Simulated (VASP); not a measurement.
# TiS2 (P-3m1) in VASP: further runs, part 2 of 2

VASP 6.6.1. Earlier steps stand in the parts before.

## Step 3: Relaxation of cell and atoms, PBE

This run uses another cell than the first one, of 17.99 Å³/atom.

Contents of INCAR:

```
PREC = Accurate
ENCUT = 500
EDIFF = 1E-7
ISMEAR = 0
SIGMA = 0.1
LREAL = F
LASPH = T
NELM = 120
ALGO = Normal
ISIF = 3
LWAVE = F
LCHARG = F
GGA = PE
IBRION = 2
NSW = 70
EDIFFG = -0.005
GGA_COMPAT = F
NELMIN = 4
```

Contents of KPOINTS:

```
Automatic mesh
0
Gamma
  12 12 8
```

Contents of POSCAR:

```
TiS2
1.0
    3.3588566010      0.0000000000      0.0000000000
   -1.6794283005      2.9088551441      0.0000000000
    0.0000000000      0.0000000000      5.5242797378
Ti S
1 2
Direct
    0.0000000000      0.0000000000      0.0000000000
    0.3333333333      0.6666666667      0.2586983809
    0.6666666667      0.3333333333      0.7413016191
```

Potentials or basis: VASP PAW PBE potentials, release 64 (Ti_sv, S).

On the command line:

```
> cat potpaw_PBE.64/Ti_sv/POTCAR potpaw_PBE.64/S/POTCAR > POTCAR
> mpirun -np 1 vasp_std > vasp.out
```

OUTCAR:

```text
PREC = Accurate
   ENCUT = 500
   EDIFF = 1E-7
   ISMEAR = 0
   LREAL = F
   LASPH = T
   NELM = 120
   ISIF = 3
   GGA = PE
   IBRION = 2
   NSW = 70
   EDIFFG = -0.005
   NELMIN = 4

 ion  position               nearest neighbor table
   1  0.000  0.000  0.000-   2 2.41   3 2.41   2 2.41   3 2.41   3 2.41   2 2.41
   2  0.333  0.667  0.259-   1 2.41   1 2.41   1 2.41
   3  0.667  0.333  0.741-   1 2.41   1 2.41   1 2.41

  LATTYP: Found a hexagonal cell.
 ALAT       =     3.3588566010
 C/A-ratio  =     1.6446905581

  Lattice vectors:

 A1 = (   3.3588566010,   0.0000000000,   0.0000000000)
 A2 = (  -1.6794283005,   2.9088551441,   0.0000000000)
 A3 = (   0.0000000000,   0.0000000000,   5.5242797378)

Analysis of symmetry for initial positions (statically):
=====================================================================
 Subroutine PRICEL returns:
 Original cell was already a primitive cell.

 Routine SETGRP: Setting up the symmetry group for a
 hexagonal supercell.

 Subroutine GETGRP returns: Found 12 space group operations
 (whereof 12 operations were pure point group operations)
 out of a pool of 24 trial point group operations.

The static configuration has the point symmetry D_3d.

Analysis of symmetry for dynamics (positions and initial velocities):
=====================================================================
 Subroutine PRICEL returns:
 Original cell was already a primitive cell.

 Routine SETGRP: Setting up the symmetry group for a
 hexagonal supercell.

 Subroutine GETGRP returns: Found 12 space group operations
 (whereof 12 operations were pure point group operations)
 out of a pool of 24 trial point group operations.

The dynamic configuration has the point symmetry D_3d.

 Subroutine INISYM returns: Found 12 space group operations
 (whereof 12 operations are pure point group operations),
 and found     1 'primitive' translations

----------------------------------------------------------------------------------------

                                     Primitive cell

  volume of cell :      53.9746

  direct lattice vectors                    reciprocal lattice vectors
     3.358856601  0.000000000  0.000000000     0.297720361  0.171888931  0.000000000
    -1.679428300  2.908855144  0.000000000     0.000000000  0.343777861  0.000000000
     0.000000000  0.000000000  5.524279738     0.000000000  0.000000000  0.181019074

  length of vectors
     3.358856601  3.358856601  5.524279738     0.343777861  0.343777861  0.181019074

  position of ions in fractional coordinates (direct lattice)
     0.000000000  0.000000000  0.000000000
     0.333333333  0.666666667  0.258698381
     0.666666667  0.333333333  0.741301619

  ion indices of the primitive-cell ions
   primitive index   ion index
                 1           1
                 2           2
                 3           3

----------------------------------------------------------------------------------------

 KPOINTS: Automatic mesh

Automatic generation of k-mesh.
 Grid dimensions read from file:
 generate k-points for:   12   12    8

[... 49 lines left out ...]
   dimension x,y,z NGXF=    48 NGYF=   48 NGZF=   80
   ions per type =               1   2
   NGX,Y,Z   is equivalent  to a cutoff of  11.88, 11.88, 12.04 a.u.
   NGXF,Y,Z  is equivalent  to a cutoff of  23.76, 23.76, 24.07 a.u.
 SYSTEM =  unknown system
   PREC   = accura    normal or accurate (medium, high low for compatibility)
   ISTART =      0    job   : 0-new  1-cont  2-samecut
   ICHARG =      2    charge: 1-file 2-atom 10-const
   ISPIN  =      1    spin polarized calculation?
   LNONCOLLINEAR =      F non collinear calculations
   LSORBIT =      F    spin-orbit coupling
   LASPH  =      T    aspherical Exc in radial PAW
   ENCUT  =  500.0 eV  36.75 Ry    6.06 a.u.   6.12  6.12 10.07*2*pi/ulx,y,z
   NELM   =    120;   NELMIN=  4; NELMDL= -5     # of ELM steps
   EDIFF  = 0.1E-06   stopping-criterion for ELM
   LREAL  =      F    real-space projection
   EDIFFG = -.5E-02   stopping-criterion for IOM
   NSW    =     70    number of steps for IOM
   IBRION =      2    ionic relax: 0-MD 1-quasi-New 2-CG
   NFREE  =      1    steps in history (QN), initial steepest desc. (CG)
   ISIF   =      3    stress and relaxation
   ISYM   =      2    0-nonsym 1-usesym 2-fastsym
   POTIM  = 0.5000    time-step for ionic-motion
   TEBEG  =    0.0;   TEEND  =   0.0 temperature during run
   PSTRESS=    0.0 pullay stress
   NELECT =      24.0000    total number of electrons
   NUPDOWN=      -1.0000    fix difference up-down
   EMIN   =  10.00;   EMAX   =-10.00  energy-range for DOS
   EFERMI =   0.00;   METHOD = LEGACY
   ISMEAR =     0;   SIGMA  =   0.10  broadening in eV -4-tet -1-fermi 0-gaus
   EFERMI_NEDOS =   21; number of points for ismear=-14 and -15
   IALGO  =     38    algorithm
   IMIX   =      4    mixing-type and parameters
     AMIX     =   0.40;   BMIX     =  1.00
     AMIX_MAG =   1.60;   BMIX_MAG =  1.00
  volume/ion in A,a.u.               =      17.99       121.41
  Fermi-wavevector in a.u.,A,eV,Ry     =   1.249536  2.361281 21.243330  1.561341
  Thomas-Fermi vector in A             =   2.383572
   LORBIT       =      0    0 simple, 1 ext, 2 COOP (PROOUT), +10 PAW based schemes
   GGA     = PE    functional components
   LHFCALC =     F    Hartree Fock is set to
   AEXX    =    0.0000 exact exchange contribution
   IVDW    =     0    specifies the selected vdW correction
   LEPSILON=     F    determine dielectric tensor
   LRPA    =     F    only Hartree local field effects (RPA)
 conjugate gradient relaxation of ions
 non-spin polarized calculation
 Gauss-broadening in eV      SIGMA  =   0.10
  energy-cutoff  :      500.00
  volume of cell :       53.97
 maximum number of plane-waves:      1398
   NGX = 13   NGY = 13   NGZ = 21

--------------------------------------- Ionic step        1  -------------------------------------------

 number of electron      24.0000004 magnetization

 Free energy of the ion-electron system (eV)
  ---------------------------------------------------
  ext. energy  EPLUGINS =         0.00000000
  ---------------------------------------------------
  free energy    TOTEN  =       -19.87741552 eV

  energy without entropy =      -19.87525200  energy(sigma->0) =      -19.87633376

------------------------ aborting loop because EDIFF is reached ----------------------------------------

  FORCE on cell =-STRESS in cart. coord.  units (eV):
  Direction    XX          YY          ZZ          XY          YZ          ZX
  --------------------------------------------------------------------------------------
  -------------------------------------------------------------------------------------
  Total        1.2187931      1.2187931      1.2976822      0.0000000      0.0000000      0.0000000
  in kB       36.1785651     36.1785651     38.5203034      0.0000000      0.0000000      0.0000000
  external PRESSURE =      36.9591445 kB  Pullay stress =       0.0000000 kB
[... 92 lines left out ...]
  FREE ENERGIE OF THE ION-ELECTRON SYSTEM (eV)
  ---------------------------------------------------
  free  energy   TOTEN  =       -19.8991394235 eV

  energy  without entropy=      -19.8969306319  energy(sigma->0) =      -19.89803503

 E-fermi :   5.3377     XC(G=0): -10.0423

 val. band max:        5.3347740128   @ k =   0.0833   0.0000   0.0000
 cond. band min:       5.3422507769   @ k =   0.0000   0.0000   0.0000
 fundamental gap:      0.0074767641
 Fermi energy:         5.3377269760

 k-point     1 :       0.0000    0.0000    0.0000
  band No.  band energies     occupation
      1     -52.3768      2.00000
      2     -28.5994      2.00000
      3     -28.5554      2.00000
      4     -28.5554      2.00000
      5      -8.3796      2.00000
      6      -6.6818      2.00000
[... 435 lines left out ...]
      5      -8.0377      2.00000
      6      -6.6823      2.00000
[... 8 lines left out ...]
     15       6.8497      0.00000
     16       8.4121      0.00000

 [... further k-points ...]

[... ionic steps 4 to 25 ...]

--------------------------------------- Ionic step       26  -------------------------------------------

 number of electron      24.0000005 magnetization

------------------------ aborting loop because EDIFF is reached ----------------------------------------
[... 69 lines left out ...]
--------------------------------------- Ionic step       28  -------------------------------------------

 number of electron      24.0000005 magnetization

 Free energy of the ion-electron system (eV)
  ---------------------------------------------------
  ext. energy  EPLUGINS =         0.00000000
  ---------------------------------------------------
  free energy    TOTEN  =       -19.95663386 eV

  energy without entropy =      -19.95444077  energy(sigma->0) =      -19.95553732

 E-fermi :   4.3832     XC(G=0):  -9.4640

 val. band max:        4.3831405821   @ k =   0.0000   0.0000   0.3750
 cond. band min:       4.4002474843   @ k =   0.0000   0.0000   0.2500
 fundamental gap:      0.0171069023
 Fermi energy:         4.3832442488

 k-point     1 :       0.0000    0.0000    0.0000
  band No.  band energies     occupation
      1     -53.3136      2.00000
      2     -29.5408      2.00000
      3     -29.4905      2.00000
      4     -29.4905      2.00000
      5      -9.1972      2.00000
      6      -7.8338      2.00000
[... 477 lines left out ...]
  FREE ENERGIE OF THE ION-ELECTRON SYSTEM (eV)
  ---------------------------------------------------
  free  energy   TOTEN  =       -19.9566338629 eV

  energy  without entropy=      -19.9544407712  energy(sigma->0) =      -19.95553732

 reached required accuracy - stopping structural energy minimisation
```

OSZICAR:

```text
N       E                     dE             d eps       ncg     rms          rms(c)
DAV:   1     0.204961978946E+03    0.20496E+03   -0.11796E+04  4192   0.148E+03
[... 314 lines left out ...]
       N       E                     dE             d eps       ncg     rms          rms(c)
DAV:   1    -0.199567133424E+02   -0.10267E-03   -0.70129E-03  4192   0.838E-01    0.768E-02
DAV:   2    -0.199566842308E+02    0.29112E-04   -0.10143E-03  4424   0.242E-01    0.605E-02
DAV:   3    -0.199566468975E+02    0.37333E-04   -0.36297E-04  5328   0.156E-01    0.236E-02
DAV:   4    -0.199566340747E+02    0.12823E-04   -0.61818E-05  4888   0.515E-02    0.122E-02
DAV:   5    -0.199566337951E+02    0.27957E-06   -0.38291E-06  5216   0.160E-02    0.290E-03
DAV:   6    -0.199566338629E+02   -0.67831E-07   -0.47368E-07  5248   0.508E-03
  28 F= -.19956634E+02 E0= -.19955537E+02  d E =-.231037E-04
```

CONTCAR:

```text
TiS2
   1.00000000000000
     3.4117591705245420    0.0000000000000000   -0.0000000000000000
    -1.7058795852622710    2.9546701132321851    0.0000000000000000
     0.0000000000000000   -0.0000000000000000    6.2749922989108029
  Ti              S
     1     2
Direct
     0.0000000000000000    0.0000000000000000    0.0000000000000000
     0.3333333332999970    0.6666666667000030    0.2264917165663736
     0.6666666667000030    0.3333333332999970    0.7735082834336262

  0.00000000E+00  0.00000000E+00  0.00000000E+00
  0.00000000E+00  0.00000000E+00  0.00000000E+00
  0.00000000E+00  0.00000000E+00  0.00000000E+00
```

Run time: 33 min. Hardware: 1 thread of Intel Xeon Platinum 8375C at 2.90GHz (Ice Lake), shared host; peak memory 0.26 GiB.

Results:

* Free energy: -19.9566 eV
* Relaxed volume: 21.09 Å³/atom
* Relaxed cell: a = 3.412 Å, b = 3.412 Å, c = 6.275 Å, α = 90.00°, β = 90.00°, γ = 120.00°
* Space group after relaxing (to 0.1 Å): P-3m1 (No. 164)
* Energy gained by relaxing: 26.4 meV/atom
* Ionic steps: 28
* Pressure after relaxing: 0.0 GPa
* Largest force after relaxing: 0.004 eV/Å
* Band gap on the k mesh: zero (bands 12 and 13 overlap by 0.05 eV)

Forces on the atoms (eV/Å):
```
Ti   0.000  0.000  0.000
S    0.000  0.000 -0.004
S    0.000  0.000  0.004
```

Step by step:
| step | energy change (eV) | largest force (eV/Å) | pressure (GPa) | volume (Å³) |
| --- | --- | --- | --- | --- |
| 1 | 0.0000 | 0.0131 | 3.70 | 53.97 |
| 2 | -0.0119 | 0.6350 | -2.30 | 57.28 |
| 3 | -0.0217 | 0.3938 | -0.04 | 55.91 |
| 4 | -0.0337 | 0.2868 | -0.02 | 56.51 |
| 5 | -0.0483 | 0.0399 | 0.07 | 57.96 |
| 6 | -0.0490 | 0.0231 | 0.14 | 58.35 |
| 7 | -0.0605 | 0.0136 | -0.10 | 59.13 |
| 8 | -0.0755 | 0.1095 | -0.46 | 61.21 |
| 9 | -0.0764 | 0.1340 | -0.51 | 61.68 |
| 10 | -0.0724 | 0.2003 | 1.76 | 61.23 |
| 11 | -0.0776 | 0.0252 | 0.23 | 61.53 |
| 12 | -0.0783 | 0.0008 | 0.20 | 61.87 |
| 13 | -0.0784 | 0.0276 | 0.15 | 62.23 |
| 14 | -0.0783 | 0.0553 | -0.47 | 62.85 |
| 15 | -0.0786 | 0.0069 | -0.12 | 62.48 |
| 16 | -0.0789 | 0.0158 | -0.04 | 62.55 |
| 17 | -0.0789 | 0.0202 | 0.01 | 62.58 |
| 18 | -0.0789 | 0.0206 | 0.01 | 62.58 |
| 19 | -0.0790 | 0.0015 | 0.11 | 62.61 |
| 20 | -0.0790 | 0.0052 | 0.15 | 62.63 |
| 21 | -0.0790 | 0.0052 | 0.15 | 62.66 |
| 22 | -0.0791 | 0.0060 | 0.10 | 62.78 |
| 23 | -0.0791 | 0.0072 | 0.02 | 63.00 |
| 24 | -0.0791 | 0.0074 | 0.01 | 63.06 |
| 25 | -0.0791 | 0.0077 | 0.00 | 63.11 |
| 26 | -0.0792 | 0.0031 | -0.03 | 63.14 |
| 27 | -0.0792 | 0.0103 | -0.08 | 63.26 |
| 28 | -0.0792 | 0.0042 | -0.02 | 63.26 |

Final structure:
```
Ti S
1.0
     3.41176    0.00000    0.00000
    -1.70588    2.95467    0.00000
     0.00000    0.00000    6.27499
Ti S
1 2
Direct
  0.00000 0.00000 0.00000
  0.33333 0.66667 0.22649
  0.66667 0.33333 0.77351
```

Levels at points of the mesh, in eV from the Fermi level:
```
           k point  band 8  band 9  band 10  band 11  band 12  band 13  band 14  band 15  band 16
(0.00, 0.00, 0.00)   -2.75   -2.75    -0.65     0.04     0.04     0.46     0.46     0.91     3.56
(0.50, 0.00, 0.00)   -3.90   -2.85    -2.68    -2.25    -1.44     0.16     1.49     1.88     3.67
(0.00, 0.00, 0.50)   -2.74   -2.74    -2.04    -0.01    -0.01     0.46     0.46     1.34     3.65
(0.50, 0.00, 0.50)   -4.19   -2.83    -2.73    -1.61    -1.34    -0.01     1.49     1.86     3.50
```

Caveat: the volume moved by over 15 % at a fixed basis, so the end points are rough; this functional lacks dispersion, which binds layers or chains, so the pressure and a relaxed spacing across them are unreliable. Zero-point motion and thermal expansion aren't in these numbers.
